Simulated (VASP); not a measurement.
# TlSbS4 (F-43m) in VASP: further runs

TlSbS4 is run at these levels: r2SCAN; tasks: single point.

All numbers are computed with VASP 6.6.1; they aren't measurements. Logs are shortened: lines on timing, memory, paths and dates and some standing lists are left out, and cuts for length are marked.

### Step 1. The cell of the first run

It takes space group F-43m (No. 216, cubic). Conventional cell: a = 8.109 Å, b = 8.109 Å, c = 8.109 Å, α = 90.00°, β = 90.00°, γ = 90.00°. Tl (site symmetry -43m) has 12 S at 3.36 Å and 4 Sb at 3.51 Å within 4.4 Å. Sb (site symmetry -43m) has 12 S at 3.36 Å and 4 Tl at 3.51 Å within 4.4 Å. Within 3.8 Å of S (site symmetry 3m) lie 6 S at 2.87 Å and 3 Tl at 3.36 Å and 3 Sb at 3.36 Å.

### Step 2. Single point, r2SCAN

POSCAR

```
TlSbS4
1.0
    0.0000000000      4.0543070860      4.0543070860
    4.0543070860      0.0000000000      4.0543070860
    4.0543070860      4.0543070860      0.0000000000
Tl Sb S
1 1 4
Direct
    0.0000000000      0.0000000000      0.0000000000
    0.7500000000      0.7500000000      0.7500000000
    0.3750000000      0.8750000000      0.3750000000
    0.3750000000      0.3750000000      0.8750000000
    0.3750000000      0.3750000000      0.3750000000
    0.8750000000      0.3750000000      0.3750000000
```

INCAR.step1

```
  PREC = Accurate
  ENCUT = 520
  ISMEAR = 0
  SIGMA = 0.1
  LREAL = F
  LASPH = T
  NELM = 80
  NBANDS = 30
  GGA = PE
  ALGO = Normal
  EDIFF = 1E-4
  LWAVE = T
  LCHARG = F
```

INCAR.step2

```
  PREC = Accurate
  ENCUT = 520
  EDIFF = 1E-6
  ISMEAR = 0
  SIGMA = 0.1
  LREAL = F
  LASPH = T
  NELM = 80
  ALGO = Normal
  ISIF = 2
  LWAVE = F
  LCHARG = T
  METAGGA = R2SCAN
  LMIXTAU = T
  LELF = T
  LVHAR = T
  NBANDS = 30
  ISTART = 1
```

KPOINTS

```
regular mesh
0
Gamma
  4 4 4
```

Potentials or basis: VASP PAW PBE potentials, release 64 (Tl_d, Sb, S).

Command:

```sh
$ cat potpaw_PBE.64/Tl_d/POTCAR potpaw_PBE.64/Sb/POTCAR potpaw_PBE.64/S/POTCAR > POTCAR
$ cp INCAR.step1 INCAR
$ mpirun -np 1 vasp_std > vasp.out
$ cp INCAR.step2 INCAR
$ mpirun -np 1 vasp_std > vasp.out
```

OUTCAR:

```text
PREC = Accurate
   ENCUT = 520
   EDIFF = 1E-6
   ISMEAR = 0
   LREAL = F
   LASPH = T
   NELM = 80
   ISIF = 2
   METAGGA = R2SCAN
   ISTART = 1

 ion  position               nearest neighbor table
   1  0.000  0.000  0.000-   3 3.36   4 3.36   6 3.36   3 3.36   5 3.36   6 3.36   4 3.36   5 3.36
                             6 3.36   3 3.36   4 3.36   5 3.36   2 3.51   2 3.51   2 3.51   2 3.51
   2  0.750  0.750  0.750-   1 3.51   1 3.51   1 3.51   1 3.51
   3  0.375  0.875  0.375-   1 3.36   1 3.36   1 3.36
   4  0.375  0.375  0.875-   1 3.36   1 3.36   1 3.36
   5  0.375  0.375  0.375-   1 3.36   1 3.36   1 3.36
   6  0.875  0.375  0.375-   1 3.36   1 3.36   1 3.36

  LATTYP: Found a face centered cubic cell.
 ALAT       =     8.1086141720

  Lattice vectors:

 A1 = (   0.0000000000,   4.0543070860,   4.0543070860)
 A2 = (   4.0543070860,   0.0000000000,   4.0543070860)
 A3 = (   4.0543070860,   4.0543070860,   0.0000000000)

Analysis of symmetry for initial positions (statically):
=====================================================================
 Subroutine PRICEL returns:
 Original cell was already a primitive cell.

 Routine SETGRP: Setting up the symmetry group for a
 face centered cubic supercell.

 Subroutine GETGRP returns: Found 24 space group operations
 (whereof 24 operations were pure point group operations)
 out of a pool of 48 trial point group operations.

The static configuration has the point symmetry T_d .

Analysis of symmetry for dynamics (positions and initial velocities):
=====================================================================
 Subroutine PRICEL returns:
 Original cell was already a primitive cell.

 Routine SETGRP: Setting up the symmetry group for a
 face centered cubic supercell.

 Subroutine GETGRP returns: Found 24 space group operations
 (whereof 24 operations were pure point group operations)
 out of a pool of 48 trial point group operations.

The dynamic configuration has the point symmetry T_d .

 Subroutine INISYM returns: Found 24 space group operations
 (whereof 24 operations are pure point group operations),
 and found     1 'primitive' translations

----------------------------------------------------------------------------------------

                                     Primitive cell

  volume of cell :     133.2846

  direct lattice vectors                    reciprocal lattice vectors
     0.000000000  4.054307086  4.054307086    -0.123325636  0.123325636  0.123325636
     4.054307086  0.000000000  4.054307086     0.123325636 -0.123325636  0.123325636
     4.054307086  4.054307086  0.000000000     0.123325636  0.123325636 -0.123325636

  length of vectors
     5.733656067  5.733656067  5.733656067     0.213606267  0.213606267  0.213606267

  position of ions in fractional coordinates (direct lattice)
     0.000000000  0.000000000  0.000000000
     0.750000000  0.750000000  0.750000000
     0.375000000  0.875000000  0.375000000
     0.375000000  0.375000000  0.875000000
     0.375000000  0.375000000  0.375000000
     0.875000000  0.375000000  0.375000000

  ion indices of the primitive-cell ions
   primitive index   ion index
                 1           1
                 2           2
                 3           3
                 4           4
                 5           5
                 6           6

----------------------------------------------------------------------------------------

 KPOINTS: regular mesh

Automatic generation of k-mesh.
 Grid dimensions read from file:
 generate k-points for:    4    4    4

 Generating k-lattice:

  Cartesian coordinates                     Fractional coordinates (reciprocal lattice)
    -0.030831409  0.030831409  0.030831409     0.250000000  0.000000000  0.000000000
     0.030831409 -0.030831409  0.030831409     0.000000000  0.250000000  0.000000000
     0.030831409  0.030831409 -0.030831409     0.000000000  0.000000000  0.250000000

  Length of vectors
     0.053401567  0.053401567  0.053401567

  Shift w.r.t. Gamma in fractional coordinates (k-lattice)
     0.000000000  0.000000000  0.000000000

 Subroutine IBZKPT returns following result:
 ===========================================

 Found      8 irreducible k-points:

 Following reciprocal coordinates:
            Coordinates               Weight
  0.000000  0.000000  0.000000      1.000000
  0.250000  0.000000  0.000000      8.000000
  0.500000  0.000000  0.000000      4.000000
  0.250000  0.250000  0.000000      6.000000
  0.500000  0.250000  0.000000     24.000000
 -0.250000  0.250000  0.000000     12.000000
  0.500000  0.500000  0.000000      3.000000
 -0.250000  0.500000  0.250000      6.000000
   k-points           NKPTS =      8   k-points in BZ     NKDIM =      8   number of bands    NBANDS=     30
   number of dos      NEDOS =    301   number of ions     NIONS =      6
   total plane-waves  NPLWV = 110592
   dimension x,y,z NGX =    48 NGY =   48 NGZ =   48
   dimension x,y,z NGXF=    96 NGYF=   96 NGZF=   96
   ions per type =               1   1   4
   NGX,Y,Z   is equivalent  to a cutoff of  13.92, 13.92, 13.92 a.u.
   NGXF,Y,Z  is equivalent  to a cutoff of  27.83, 27.83, 27.83 a.u.
 SYSTEM =  unknown system
   PREC   = accura    normal or accurate (medium, high low for compatibility)
   ISTART =      1    job   : 0-new  1-cont  2-samecut
   ICHARG =      0    charge: 1-file 2-atom 10-const
   ISPIN  =      1    spin polarized calculation?
   LNONCOLLINEAR =      F non collinear calculations
   LSORBIT =      F    spin-orbit coupling
   LASPH  =      T    aspherical Exc in radial PAW
   ENCUT  =  520.0 eV  38.22 Ry    6.18 a.u.  10.66 10.66 10.66*2*pi/ulx,y,z
   NELM   =     80;   NELMIN=  2; NELMDL=  0     # of ELM steps
   EDIFF  = 0.1E-05   stopping-criterion for ELM
   LREAL  =      F    real-space projection
   EDIFFG = 0.1E-04   stopping-criterion for IOM
   NSW    =      0    number of steps for IOM
   IBRION =     -1    ionic relax: 0-MD 1-quasi-New 2-CG
   NFREE  =      0    steps in history (QN), initial steepest desc. (CG)
   ISIF   =      2    stress and relaxation
   ISYM   =      2    0-nonsym 1-usesym 2-fastsym
   POTIM  = 0.5000    time-step for ionic-motion
   TEBEG  =    0.0;   TEEND  =   0.0 temperature during run
   PSTRESS=    0.0 pullay stress
   NELECT =      42.0000    total number of electrons
   NUPDOWN=      -1.0000    fix difference up-down
   EMIN   =  10.00;   EMAX   =-10.00  energy-range for DOS
   EFERMI =   0.00;   METHOD = LEGACY
   ISMEAR =     0;   SIGMA  =   0.10  broadening in eV -4-tet -1-fermi 0-gaus
   EFERMI_NEDOS =   21; number of points for ismear=-14 and -15
   IALGO  =     38    algorithm
   IMIX   =      4    mixing-type and parameters
     AMIX     =   0.40;   BMIX     =  1.00
     AMIX_MAG =   1.60;   BMIX_MAG =  1.00
  volume/ion in A,a.u.               =      22.21       149.91
  Fermi-wavevector in a.u.,A,eV,Ry     =   1.114033  2.105217 16.885768  1.241069
  Thomas-Fermi vector in A             =   2.250624
   LORBIT       =      0    0 simple, 1 ext, 2 COOP (PROOUT), +10 PAW based schemes
   METAGGA = R2SCAN    functional components
   LHFCALC =     F    Hartree Fock is set to
   AEXX    =    0.0000 exact exchange contribution
   IVDW    =     0    specifies the selected vdW correction
   LEPSILON=     F    determine dielectric tensor
   LRPA    =     F    only Hartree local field effects (RPA)
 non-spin polarized calculation
 Gauss-broadening in eV      SIGMA  =   0.10
  energy-cutoff  :      520.00
  volume of cell :      133.28
 maximum number of plane-waves:      3647
 NGX is ok and might be reduce to    48
   NGX = 21   NGY = 21   NGZ = 21

 number of electron      42.0000003 magnetization

 Free energy of the ion-electron system (eV)
  ---------------------------------------------------
  ext. energy  EPLUGINS =         0.00000000
  ---------------------------------------------------
  free energy    TOTEN  =      -105.73723000 eV

  energy without entropy =     -105.68853159  energy(sigma->0) =     -105.71288080

 E-fermi :   5.9318     XC(G=0): -10.6592

 val. band max:        5.9157796835   @ k =   0.5000   0.0000   0.0000
 cond. band min:       5.9331608476   @ k =  -0.2500   0.2500   0.0000
 fundamental gap:      0.0173811641
 Fermi energy:         5.9318151708

 k-point     1 :       0.0000    0.0000    0.0000
  band No.  band energies     occupation
      1      -9.4415      2.00000
      2      -6.1353      2.00000
      3      -6.1353      2.00000
      4      -6.1353      2.00000
      5      -5.5104      2.00000
      6      -5.5104      2.00000
[... 22 lines left out ...]
     29      11.6533      0.00000
     30      13.7674      0.00000

 k-point     2 :       0.2500    0.0000    0.0000
  band No.  band energies     occupation
      1      -9.1657      2.00000
      2      -6.7316      2.00000
      3      -6.1909      2.00000
      4      -6.1909      2.00000
      5      -5.5216      2.00000
      6      -5.5216      2.00000
[... 22 lines left out ...]
     29      11.2417      0.00000
     30      14.2566      0.00000

 k-point     3 :       0.5000    0.0000    0.0000
  band No.  band energies     occupation
      1      -8.7114      2.00000
      2      -7.4729      2.00000
      3      -6.2442      2.00000
      4      -6.2442      2.00000
      5      -5.5144      2.00000
      6      -5.5143      2.00000
[... 22 lines left out ...]
     29      10.8324      0.00000
     30      13.6525      0.00000

 k-point     4 :       0.2500    0.2500    0.0000
  band No.  band energies     occupation
      1      -9.0658      2.00000
      2      -6.8669      2.00000
      3      -6.1831      2.00000
      4      -6.1831      2.00000
      5      -5.5617      2.00000
      6      -5.5050      2.00000
[... 22 lines left out ...]
     29      10.8335      0.00000
     30      14.2761      0.00000

 k-point     5 :       0.5000    0.2500    0.0000
  band No.  band energies     occupation
      1      -8.5540      2.00000
      2      -7.5600      2.00000
      3      -6.3320      2.00000
      4      -6.2341      2.00000
      5      -5.5552      2.00000
      6      -5.5128      2.00000
[... 22 lines left out ...]
     29      10.7806      0.00000
     30      14.0568      0.00000

 k-point     6 :      -0.2500    0.2500    0.0000
  band No.  band energies     occupation
      1      -8.7614      2.00000
      2      -7.2962      2.00000
      3      -6.3428      2.00000
      4      -6.2378      2.00000
      5      -5.5257      2.00000
      6      -5.5160      2.00000
[... 22 lines left out ...]
     29      11.0902      0.00000
     30      14.2211      0.00000

 k-point     7 :       0.5000    0.5000    0.0000
  band No.  band energies     occupation
      1      -8.0956      2.00000
      2      -8.0678      2.00000
      3      -6.2212      2.00000
      4      -6.2212      2.00000
      5      -5.5896      2.00000
      6      -5.5104      2.00000
[... 22 lines left out ...]
     29      10.0400      0.00000
     30      14.9808      0.00000

 k-point     8 :      -0.2500    0.5000    0.2500
  band No.  band energies     occupation
      1      -8.0733      2.00000
      2      -8.0458      2.00000
      3      -6.3336      2.00000
      4      -6.3169      2.00000
      5      -5.5830      2.00000
      6      -5.5143      2.00000
[... 22 lines left out ...]
     29      11.2597      0.00000
     30      14.3282      0.00000

------------------------ aborting loop because EDIFF is reached ----------------------------------------

  FORCE on cell =-STRESS in cart. coord.  units (eV):
  Direction    XX          YY          ZZ          XY          YZ          ZX
  --------------------------------------------------------------------------------------
  -------------------------------------------------------------------------------------
  Total       -2.1204574     -2.1204574     -2.1204574      0.0000000      0.0000000      0.0000000
  in kB      -25.4894350    -25.4894350    -25.4894350      0.0000000      0.0000000      0.0000000
  external PRESSURE =     -25.4894350 kB  Pullay stress =       0.0000000 kB

 VOLUME and BASIS-vectors are now :
 -----------------------------------------------------------------------------
  energy-cutoff  :      520.00
  volume of cell :      133.28
      direct lattice vectors                 reciprocal lattice vectors
     0.000000000  4.054307086  4.054307086    -0.123325636  0.123325636  0.123325636
     4.054307086  0.000000000  4.054307086     0.123325636 -0.123325636  0.123325636
     4.054307086  4.054307086  0.000000000     0.123325636  0.123325636 -0.123325636

 POSITION                                       TOTAL-FORCE (eV/Angst)
 -----------------------------------------------------------------------------------
      0.00000      0.00000      0.00000         0.000000      0.000000      0.000000
      6.08146      6.08146      6.08146         0.000000      0.000000      0.000000
      5.06788      3.04073      5.06788        -0.021475      0.021475     -0.021475
      5.06788      5.06788      3.04073        -0.021475     -0.021475      0.021475
      3.04073      3.04073      3.04073         0.021475      0.021475      0.021475
      3.04073      5.06788      5.06788         0.021475     -0.021475     -0.021475
 -----------------------------------------------------------------------------------
    total drift:                               -0.000000     -0.000000     -0.000000

  FREE ENERGIE OF THE ION-ELECTRON SYSTEM (eV)
  ---------------------------------------------------
  free  energy   TOTEN  =      -105.7372300021 eV

  energy  without entropy=     -105.6885315911  energy(sigma->0) =     -105.71288080
```

It took 4.7 min on 1 thread of Oxide Virtual Turin-like, shared host; peak memory 0.33 GiB.

Results:

```
Free energy            : -105.7372 eV
Pressure               : -2.5 GPa
Band gap on the k mesh : zero (band 21 reaches 6.61 eV, above the bottom of band 22 at 5.93 eV)
```

Caveat: the PAW data sets were made with another functional, which shifts forces and pressure a little; spin-orbit coupling is left out, which moves the levels of the heavy elements.

### Step 3. Single point, r2SCAN

This run uses another cell than the first one, of 20.76 Å³/atom, 0.935 times its volume.

POSCAR

```
TlSbS4
1.0
    0.0000000000      3.9641580299      3.9641580299
    3.9641580299      0.0000000000      3.9641580299
    3.9641580299      3.9641580299      0.0000000000
Tl Sb S
1 1 4
Direct
    0.0000000000      0.0000000000      0.0000000000
    0.7500000000      0.7500000000      0.7500000000
    0.3776666340      0.8670000981      0.3776666340
    0.3776666340      0.3776666340      0.8670000981
    0.3776666340      0.3776666340      0.3776666340
    0.8670000981      0.3776666340      0.3776666340
```

INCAR.step1

```
ALGO = Normal
EDIFF = 1E-4
ENCUT = 520
GGA = PE
ISMEAR = 0
LASPH = True
LCHARG = False
LREAL = False
LWAVE = True
NBANDS = 30
NELM = 80
PREC = Accurate
SIGMA = 0.1
```

INCAR.step2

```
ALGO = Normal
EDIFF = 1E-6
ENCUT = 520
ISIF = 2
ISMEAR = 0
ISTART = 1
LASPH = True
LCHARG = False
LMIXTAU = True
LREAL = False
LWAVE = False
METAGGA = R2SCAN
NBANDS = 30
NELM = 80
PREC = Accurate
SIGMA = 0.1
```

KPOINTS

```
k-points
0
Gamma
  8 8 8
```

Potentials or basis: VASP PAW PBE potentials, release 64 (Tl_d, Sb, S).

Command:

```sh
$ cat potpaw_PBE.64/Tl_d/POTCAR potpaw_PBE.64/Sb/POTCAR potpaw_PBE.64/S/POTCAR > POTCAR
$ cp INCAR.step1 INCAR
$ mpirun -np 1 vasp_std > vasp.out
$ cp INCAR.step2 INCAR
$ mpirun -np 1 vasp_std > vasp.out
```

Wall time 9.5 min (1 thread of Oxide Virtual Turin-like, shared host); peak memory 0.31 GiB.

It converged, with:

| Quantity | Value |
| --- | --- |
| Free energy | -106.1370 eV |
| Pressure | -0.2 GPa |
| Largest force | 0.014 eV/Å |
| Band gap on the k mesh | zero (band 21 reaches 7.49 eV, above the bottom of band 22 at 6.68 eV) |

Forces on the atoms (eV/Å):
```
Tl   0.000  0.000  0.000
Sb   0.000  0.000  0.000
S   -0.008  0.008 -0.008
S   -0.008 -0.008  0.008
S    0.008  0.008  0.008
S    0.008 -0.008 -0.008
```

Levels at points of the mesh, in eV from the Fermi level:
| k point | band 18 | band 19 | band 20 | band 21 | band 22 | band 23 | band 24 | band 25 |
| --- | --- | --- | --- | --- | --- | --- | --- | --- |
| (0.00, 0.00, 0.00) | -1.31 | -1.31 | -1.31 | 0.58 | 0.58 | 0.58 | 1.68 | 1.68 |
| (0.50, 0.00, 0.00) | -2.49 | -2.49 | -1.48 | -0.02 | 0.64 | 0.82 | 0.82 | 1.92 |
| (0.50, 0.50, 0.00) | -2.31 | -2.20 | -1.86 | -1.43 | 0.45 | 1.00 | 1.00 | 1.47 |

Caveat: the PAW data sets were made with another functional, which shifts forces and pressure a little; spin-orbit coupling is left out, which moves the levels of the heavy elements.

### Step 4. Single point, r2SCAN

This run uses another cell than the first one, of 20.76 Å³/atom, 0.935 times its volume.

POSCAR is that of step 3.

INCAR.step1

```
SYSTEM = TlSbS4
PREC = Accurate
ENCUT = 520
ISMEAR = 0
SIGMA = 0.1
LREAL = .FALSE.
LASPH = .TRUE.
NELM = 80
NBANDS = 30
GGA = PE
ALGO = Normal
EDIFF = 1E-4
LWAVE = .TRUE.
LCHARG = .FALSE.
```

INCAR.step2

```
SYSTEM = TlSbS4
PREC = Accurate
ENCUT = 520
EDIFF = 1E-7
ISMEAR = 0
SIGMA = 0.1
LREAL = .FALSE.
LASPH = .TRUE.
NELM = 80
ALGO = Normal
ISIF = 2
LWAVE = .FALSE.
LCHARG = .FALSE.
METAGGA = R2SCAN
LMIXTAU = .TRUE.
NBANDS = 30
ISTART = 1
```

KPOINTS

```
regular mesh
0
G
  8 8 8
  0 0 0
```

Command:

```sh
$ cat potpaw_PBE.64/Tl_d/POTCAR potpaw_PBE.64/Sb/POTCAR potpaw_PBE.64/S/POTCAR > POTCAR
$ cp INCAR.step1 INCAR
$ mpirun -np 1 vasp_std > vasp.out
$ cp INCAR.step2 INCAR
$ mpirun -np 1 vasp_std > vasp.out
```

It took 11 min on 1 thread of Oxide Virtual Turin-like, shared host; peak memory 0.31 GiB.

It converged, with:

- Free energy: -106.1370 eV
- Pressure: -0.2 GPa
- Largest force: 0.014 eV/Å
- Band gap on the k mesh: zero (band 21 reaches 7.49 eV, above the bottom of band 22 at 6.68 eV)

Forces in eV/Å, atoms in the order of the input:
```
Tl   0.000  0.000  0.000
Sb   0.000  0.000  0.000
S   -0.008  0.008 -0.008
S   -0.008 -0.008  0.008
S    0.008  0.008  0.008
S    0.008 -0.008 -0.008
```

Levels at points of the mesh, in eV from the Fermi level:
| k point | band 19 | band 20 | band 21 | band 22 | band 23 | band 24 |
| --- | --- | --- | --- | --- | --- | --- |
| (0.00, 0.00, 0.00) | -1.31 | -1.31 | 0.58 | 0.58 | 0.58 | 1.68 |
| (0.50, 0.00, 0.00) | -2.49 | -1.48 | -0.02 | 0.64 | 0.82 | 0.82 |
| (0.50, 0.50, 0.00) | -2.20 | -1.86 | -1.43 | 0.45 | 1.00 | 1.00 |

Caveat: the PAW data sets were made with another functional, which shifts forces and pressure a little; spin-orbit coupling is left out, which moves the levels of the heavy elements.
